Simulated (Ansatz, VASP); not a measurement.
## One calculation of HfO2, two programs

```
Hf O
1.0
     4.88122    0.00000    0.00000
     0.00000    4.88122    0.00000
     0.00000    0.00000    3.23789
Hf O
2 4
Direct
  0.00000 0.00000 0.97909
  0.50000 0.50000 0.52091
  0.19482 0.80518 0.49329
  0.30518 0.30518 0.00671
  0.69482 0.69482 0.00671
  0.80518 0.19482 0.49329
```

Change from the starting cell: mode 4 frozen in at -0.068 Å and mode 5 at +0.000 Å (largest displacements).

Alike in both runs: task single point; functional PBE; k mesh 6 × 6 × 8; occupations gaussian, width 0.05 eV; no spin polarisation.

|  | VASP | Ansatz |
| --- | --- | --- |
| version | VASP 6.6.1 | Ansatz 0.2.0 |
| potentials or method | VASP PAW PBE potentials, release 64 (Hf_pv, O), cutoff 520 eV | scalar-relativistic, plane waves, PAW |
| valence electrons in the cell | 44 | 76 |

```tsv
	VASP	Ansatz	Ansatz less VASP
gap on the k mesh at the Fermi level (eV)	3.87	3.93	+0.061
least direct gap on the mesh (eV)	3.87	3.93	+0.061
pressure (GPa)	-2.6	0.2	+2.81
traceless stress, the component that is largest in VASP (GPa)	-0.33	0.16	+0.489
rms of the force components (eV/Å)	0.124	0.126	+0.0020
```

Atom by atom the forces differ by 0.025 eV/Å (rms over components). VASP's potentials hold 44 valence electrons a cell and Ansatz's 76, so a difference there can come from the potentials and not from the codes.

Spin-orbit coupling is off throughout.
